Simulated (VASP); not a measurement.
# CdSe (P6_3mc) in VASP: a series of runs

The runs below take CdSe through single point, with PBE, LDA, PBEsol, r2SCAN.

All numbers are computed with VASP 6.6.1; they aren't measurements. Logs are shortened: lines on timing, memory, paths and dates and some standing lists are left out, and cuts for length are marked.

## 1. The cell of the first run

It takes space group P6_3mc (No. 186, hexagonal). The conventional cell has a = 4.341 Å, b = 4.341 Å, c = 7.077 Å, α = 90.00°, β = 90.00°, γ = 120.00°. Cd (site symmetry 3m) has 4 Se at 2.66 Å within 3.5 Å. Within 3.5 Å of Se (site symmetry 3m) lie 4 Cd at 2.66 Å.

## 2. Single point, PBE

INCAR reads:

```
ALGO     = Normal         # electronic algorithm
EDIFF    = 1E-7           # SCF threshold, eV
ENCUT    = 520            # plane-wave cutoff, eV
GGA      = PE             # functional
ISIF     = 2              # what is computed and relaxed
ISMEAR   = 0              # smearing method
LASPH    = True           # aspherical terms in the spheres
LCHARG   = False          # write CHGCAR
LREAL    = False          # projectors in reciprocal space
LWAVE    = False          # write WAVECAR
NBANDS   = 26             # bands
NELM     = 80             # most SCF steps
PREC     = Accurate       # precision mode
SIGMA    = 0.01           # smearing width, eV
```

KPOINTS reads:

```
k-points
0
Gamma
  6 6 2
```

POSCAR reads:

```
CdSe
1.0
    4.3407236659      0.0000000000      0.0000000000
   -2.1703618329      3.7591769655      0.0000000000
    0.0000000000      0.0000000000      7.0766459782
Cd Se
2 2
Direct
    0.3333333333      0.6666666667     -0.0004760038
    0.6666666667      0.3333333333      0.4995239962
    0.3333333333      0.6666666667      0.3754760038
    0.6666666667      0.3333333333      0.8754760038
```

Potentials or basis: VASP PAW PBE potentials, release 64 (Cd, Se).

On the command line:

```console
$ cat potpaw_PBE.64/Cd/POTCAR potpaw_PBE.64/Se/POTCAR > POTCAR
$ mpirun -np 1 vasp_std > vasp.out
```

OUTCAR:

```text
EDIFF = 1E-7
   ENCUT = 520
   GGA = PE
   ISIF = 2
   ISMEAR = 0
   LASPH = True
   LREAL = False
   NELM = 80
   PREC = Accurate

 ion  position               nearest neighbor table
   1  0.333  0.667  1.000-   4 2.66   4 2.66   4 2.66   3 2.66
   2  0.667  0.333  0.500-   3 2.66   3 2.66   3 2.66   4 2.66
   3  0.333  0.667  0.375-   2 2.66   2 2.66   2 2.66   1 2.66
   4  0.667  0.333  0.875-   1 2.66   1 2.66   1 2.66   2 2.66

  LATTYP: Found a hexagonal cell.
 ALAT       =     4.3407236659
 C/A-ratio  =     1.6302917492

  Lattice vectors:

 A1 = (   4.3407236659,   0.0000000000,   0.0000000000)
 A2 = (  -2.1703618329,   3.7591769655,   0.0000000000)
 A3 = (   0.0000000000,   0.0000000000,   7.0766459782)

Analysis of symmetry for initial positions (statically):
=====================================================================
 Subroutine PRICEL returns:
 Original cell was already a primitive cell.

 Routine SETGRP: Setting up the symmetry group for a
 hexagonal supercell.

 Subroutine GETGRP returns: Found 12 space group operations
 (whereof  6 operations were pure point group operations)
 out of a pool of 24 trial point group operations.

The static configuration has the point symmetry C_3v.
 The point group associated with its full space group is C_6v.

Analysis of symmetry for dynamics (positions and initial velocities):
=====================================================================
 Subroutine PRICEL returns:
 Original cell was already a primitive cell.

 Routine SETGRP: Setting up the symmetry group for a
 hexagonal supercell.

 Subroutine GETGRP returns: Found 12 space group operations
 (whereof  6 operations were pure point group operations)
 out of a pool of 24 trial point group operations.

The dynamic configuration has the point symmetry C_3v.
 The point group associated with its full space group is C_6v.

 Subroutine INISYM returns: Found 12 space group operations
 (whereof  6 operations are pure point group operations),
 and found     1 'primitive' translations

----------------------------------------------------------------------------------------

                                     Primitive cell

  volume of cell :     115.4735

[... 77 lines left out ...]
   LSORBIT =      F    spin-orbit coupling
   LASPH  =      T    aspherical Exc in radial PAW
   ENCUT  =  520.0 eV  38.22 Ry    6.18 a.u.   8.07  8.07 13.16*2*pi/ulx,y,z
   NELM   =     80;   NELMIN=  2; NELMDL= -5     # of ELM steps
   EDIFF  = 0.1E-06   stopping-criterion for ELM
   LREAL  =      F    real-space projection
   EDIFFG = 0.1E-05   stopping-criterion for IOM
   NSW    =      0    number of steps for IOM
   IBRION =     -1    ionic relax: 0-MD 1-quasi-New 2-CG
   NFREE  =      0    steps in history (QN), initial steepest desc. (CG)
   ISIF   =      2    stress and relaxation
   ISYM   =      2    0-nonsym 1-usesym 2-fastsym
   POTIM  = 0.5000    time-step for ionic-motion
   TEBEG  =    0.0;   TEEND  =   0.0 temperature during run
   PSTRESS=    0.0 pullay stress
   NELECT =      36.0000    total number of electrons
   NUPDOWN=      -1.0000    fix difference up-down
   EMIN   =  10.00;   EMAX   =-10.00  energy-range for DOS
   EFERMI =   0.00;   METHOD = LEGACY
   ISMEAR =     0;   SIGMA  =   0.01  broadening in eV -4-tet -1-fermi 0-gaus
   EFERMI_NEDOS =   21; number of points for ismear=-14 and -15
   IALGO  =     38    algorithm
   IMIX   =      4    mixing-type and parameters
     AMIX     =   0.40;   BMIX     =  1.00
     AMIX_MAG =   1.60;   BMIX_MAG =  1.00
  volume/ion in A,a.u.               =      28.87       194.81
  Fermi-wavevector in a.u.,A,eV,Ry     =   1.110064  2.097718 16.765686  1.232243
  Thomas-Fermi vector in A             =   2.246612
   LORBIT       =      0    0 simple, 1 ext, 2 COOP (PROOUT), +10 PAW based schemes
   GGA     = PE    functional components
   LHFCALC =     F    Hartree Fock is set to
   AEXX    =    0.0000 exact exchange contribution
   IVDW    =     0    specifies the selected vdW correction
   LEPSILON=     F    determine dielectric tensor
   LRPA    =     F    only Hartree local field effects (RPA)
 non-spin polarized calculation
 Gauss-broadening in eV      SIGMA  =   0.01
  energy-cutoff  :      520.00
  volume of cell :      115.47
 maximum number of plane-waves:      3126
   NGX = 17   NGY = 17   NGZ = 27

 number of electron      36.0000000 magnetization

 Free energy of the ion-electron system (eV)
  ---------------------------------------------------
  ext. energy  EPLUGINS =         0.00000000
  ---------------------------------------------------
  free energy    TOTEN  =       -10.96731037 eV

  energy without entropy =      -10.96731037  energy(sigma->0) =      -10.96731037

 E-fermi :   0.8545     XC(G=0):  -8.7613

 val. band max:        0.7426197298   @ k =   0.0000   0.0000   0.0000
 cond. band min:       1.3528555473   @ k =   0.0000   0.0000   0.0000
 fundamental gap:      0.6102358175
 Fermi energy:         0.8545085629

 k-point     1 :       0.0000    0.0000    0.0000
  band No.  band energies     occupation
      1     -11.7131      2.00000
      2     -11.3579      2.00000
      3      -7.1012      2.00000
      4      -7.0962      2.00000
      5      -7.0962      2.00000
      6      -7.0332      2.00000
[... 395 lines left out ...]
     25       9.4529      0.00000
     26       9.4531      0.00000

------------------------ aborting loop because EDIFF is reached ----------------------------------------

  FORCE on cell =-STRESS in cart. coord.  units (eV):
  Direction    XX          YY          ZZ          XY          YZ          ZX
  --------------------------------------------------------------------------------------
  -------------------------------------------------------------------------------------
  Total        1.2270425      1.2270425      1.2375772      0.0000000      0.0000000      0.0000000
  in kB       17.0250273     17.0250273     17.1711944      0.0000000      0.0000000      0.0000000
  external PRESSURE =      17.0737497 kB  Pullay stress =       0.0000000 kB

 VOLUME and BASIS-vectors are now :
 -----------------------------------------------------------------------------
  energy-cutoff  :      520.00
  volume of cell :      115.47
      direct lattice vectors                 reciprocal lattice vectors
     4.340723666  0.000000000  0.000000000     0.230376333  0.133007838  0.000000000
    -2.170361833  3.759176966  0.000000000     0.000000000  0.266015676  0.000000000
     0.000000000  0.000000000  7.076645978     0.000000000  0.000000000  0.141309881

 POSITION                                       TOTAL-FORCE (eV/Angst)
 -----------------------------------------------------------------------------------
     -0.00000      2.50612      7.07328         0.000000      0.000000      0.005352
      2.17036      1.25306      3.53495        -0.000000     -0.000000      0.005352
     -0.00000      2.50612      2.65711        -0.000000     -0.000000     -0.005352
      2.17036      1.25306      6.19543         0.000000     -0.000000     -0.005352
 -----------------------------------------------------------------------------------
    total drift:                               -0.000000     -0.000000      0.000208

  FREE ENERGIE OF THE ION-ELECTRON SYSTEM (eV)
  ---------------------------------------------------
  free  energy   TOTEN  =       -10.9673103710 eV

  energy  without entropy=      -10.9673103710  energy(sigma->0) =      -10.96731037
```

It took 30 s on 1 thread of Intel Xeon Platinum 8259CL at 2.50GHz (Skylake/Cascade Lake), shared host; peak memory 0.23 GiB.

Results:

```yaml
Free_energy: -10.9673 eV
Pressure: 1.7 GPa
Largest_force: 0.005 eV/Å
Band_gap_on_the_k_mesh: 0.61 eV, direct
```

Forces in eV/Å, atoms in the order of the input:
```
Cd   0.000  0.000  0.005
Cd   0.000  0.000  0.005
Se   0.000  0.000 -0.005
Se   0.000  0.000 -0.005
```

Levels at points of the mesh, in eV from the valence-band top:
```
           k point  band 14  band 15  band 16  band 17  band 18  band 19  band 20  band 21  band 22  band 23
(0.00, 0.00, 0.00)    -0.73    -0.73    -0.04     0.00     0.00     0.61     2.17     5.85     5.85     6.15
(0.50, 0.00, 0.00)    -3.54    -2.55    -1.77    -1.27    -0.72     3.16     3.33     4.78     6.06     6.45
(0.00, 0.00, 0.50)    -2.60    -0.38    -0.38    -0.38    -0.38     2.32     2.32     5.82     5.82     6.25
(0.50, 0.00, 0.50)    -4.08    -1.30    -1.30    -1.29    -1.29     2.92     2.92     4.84     4.84     7.66
```

Caveat: the k points lie up to 0.44 Å⁻¹ apart.

(Continued in part 2 of 2.)
